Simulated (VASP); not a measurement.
Sn3Te:

```
Te Sn
1.0
    -2.30090    2.30090    5.51649
     2.30090   -2.30090    5.51649
     2.30090    2.30090   -5.51649
Te Sn
1 3
Cartesian
  0.0000 0.0000 0.0000
  0.0000 0.0000 5.5165
  2.3009 0.0000 2.7582
  0.0000 2.3009 2.7582
```

Base run:

| Quantity | Value |
| --- | --- |
| Program | VASP 6.6.1 |
| Functional | PBE |
| Potentials or basis | VASP PAW PBE potentials, release 64 (Te, Sn_d) |
| Cutoff | 520 eV |
| k mesh | 5 × 5 × 5 |
| Occupations | fermi-dirac, width 0.05 eV |
| Spin | no spin polarisation |

Its results: band gap on the k mesh zero (bands 24 and 25 overlap by 0.54 eV); pressure -0.6 GPa.

**Question.** After a change of settings the same cell gave: band gap on the k mesh zero (bands 24 and 25 overlap by 0.60 eV); pressure -1.3 GPa. Which change was it?
A. functional from PBE to r2SCAN
B. functional from PBE to RPBE; further incar settings from ALGO = Normal; EDIFF = 1e-07; NBANDS = 32 to ALGO = Fast; EDIFF = 1e-06; NBANDS = 32
C. functional from PBE to revPBE; further incar settings from ALGO = Normal; EDIFF = 1e-07; NBANDS = 32 to ALGO = Fast; EDIFF = 1e-07; NBANDS = 32
D. functional from PBE to PBEsol; further incar settings from ALGO = Normal; EDIFF = 1e-07; NBANDS = 32 to ALGO = Fast; EDIFF = 1e-06; NBANDS = 32

**Answer.** A.

Caveats: semilocal functionals underestimate gaps, and a narrow one can read as zero; spin-orbit coupling is left out, which moves the levels of the heavy elements; the PAW data sets were made with another functional, which shifts forces and pressure a little (at least some runs).
